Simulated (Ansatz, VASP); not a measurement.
# Two plane-wave programs on In

The input INCAR:

```
SYSTEM = In
PREC     = Accurate       ! precision mode
ENCUT    = 520            ! plane-wave cutoff, eV
EDIFF    = 1E-7           ! SCF threshold, eV
ISMEAR   = 0              ! smearing method
SIGMA    = 0.15           ! smearing width, eV
LREAL    = .FALSE.        ! projectors in reciprocal space
LASPH    = .TRUE.         ! aspherical terms in the spheres
NELM     = 80             ! most SCF steps
ALGO     = Fast           ! electronic algorithm
ISIF     = 2              ! what is computed and relaxed
LWAVE    = .FALSE.        ! write WAVECAR
LCHARG   = .FALSE.        ! write CHGCAR
GGA      = PS             ! functional
NBANDS   = 12             ! bands
```

Contents of KPOINTS:

```
regular mesh
0
G
  20 20 20
  0 0 0
```

The input POSCAR:

```
In
1.0
   -1.5773655000      1.5773655000      2.4739500000
    1.5773655000     -1.5773655000      2.4739500000
    1.5773655000      1.5773655000     -2.4739500000
In
1
Direct
    0.0000000000      0.0000000000      0.0000000000
```

Input for Ansatz:

```yaml
crystal:
  lattice:
    - [-1.5773655, 1.5773655, 2.47395]
    - [1.5773655, -1.5773655, 2.47395]
    - [1.5773655, 1.5773655, -2.47395]
  atoms:
    - { symbol: In, position: [0.0, 0.0, 0.0] }
basis:
  ecutwfc: 420
kpoints:
  mp_grid: { grid: [20, 20, 20] }
hamiltonian:
  xc: pbesol
scf:
  occupations: { method: gaussian, width: 0.15 }
output:
  forces: true
  stress: true
  eigenvalues: true
```

Change from the starting cell: strain -0.030 along x and y, +0.000 along z, atoms carried along.

Alike in both runs: task single point; functional PBEsol; k mesh 20 × 20 × 20; occupations gaussian, width 0.15 eV; no spin polarisation.

|  | VASP | Ansatz |
| --- | --- | --- |
| version | VASP 6.6.1 | Ansatz 0.2.0 |
| potentials or method | VASP PAW PBE potentials, release 64 (In_d), cutoff 520 eV | scalar-relativistic, plane waves, PAW |
| valence electrons in the cell | 13 | 13 |

|  | VASP | Ansatz | Ansatz less VASP |
| --- | --- | --- | --- |
| gap on the k mesh at the Fermi level (eV) | none | none | - |
| pressure (GPa) | 1.9 | 1.9 | 0.00 |

VASP's potentials were made for PBE, not for PBEsol. A gap of «none» marks a metal or a gap that the smearing closes.
